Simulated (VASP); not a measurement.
A run of VASP 6.6.1:

Contents of INCAR:

```
SYSTEM = Ga4AsP3
ALGO = Normal
EDIFF = 1E-6
ENCUT = 520
GGA = PE
GGA_COMPAT = .FALSE.
ISIF = 2
ISMEAR = 0
KPAR = 4
LASPH = .TRUE.
LCHARG = .FALSE.
LORBIT = 11
LORBMOM = .TRUE.
LREAL = .FALSE.
LSORBIT = .TRUE.
LWAVE = .FALSE.
MAGMOM = 0 0 0 0 0 0 0 0 0 0 0 0 0 0 0 0 0 0 0 0 0 0 0 0
NBANDS = 90
NELM = 150
PREC = Accurate
SIGMA = 0.01
```

KPOINTS

```
k-points
0
G
  6 6 6
  0 0 0
```

POSCAR

```
Ga4AsP3
1.0
   -2.7519796841      2.7519796841      5.5028866002
    2.7519796841     -2.7519796841      5.5028866002
    2.7519796841      2.7519796841     -5.5028866002
P Ga As
3 4 1
Direct
    0.2500000000      0.7500000000      0.5000000000
    0.5000000000      0.5000000000      0.0000000000
    0.7500000000      0.2500000000      0.5000000000
    0.8711420424      0.3830860113      0.0000000000
    0.1288579576      0.1288579576      0.5119439690
    0.3830860113      0.8711420424      0.0000000000
    0.6169139887      0.6169139887      0.4880560310
    0.0000000000      0.0000000000      0.0000000000
```

Potentials or basis: VASP PAW PBE potentials, release 64 (P, Ga_d, As).

Run with:

```bash
$ cat potpaw_PBE.64/P/POTCAR potpaw_PBE.64/Ga_d/POTCAR potpaw_PBE.64/As/POTCAR > POTCAR
$ mpirun -np 4 vasp_ncl > vasp.out
```

Hardware: 4 MPI ranks on Intel(R) Xeon(R) Platinum 8259CL CPU @ 2.50GHz (Skylake/Cascade Lake), on a shared host.

Problem. How long does it take, and how much memory?

Solution. It took 13 min on 4 MPI ranks on Intel(R) Xeon(R) Platinum 8259CL CPU @ 2.50GHz (Skylake/Cascade Lake), on a shared host, peak memory 1.5 GiB a rank. Counts: scf iterations 15, k points 41.
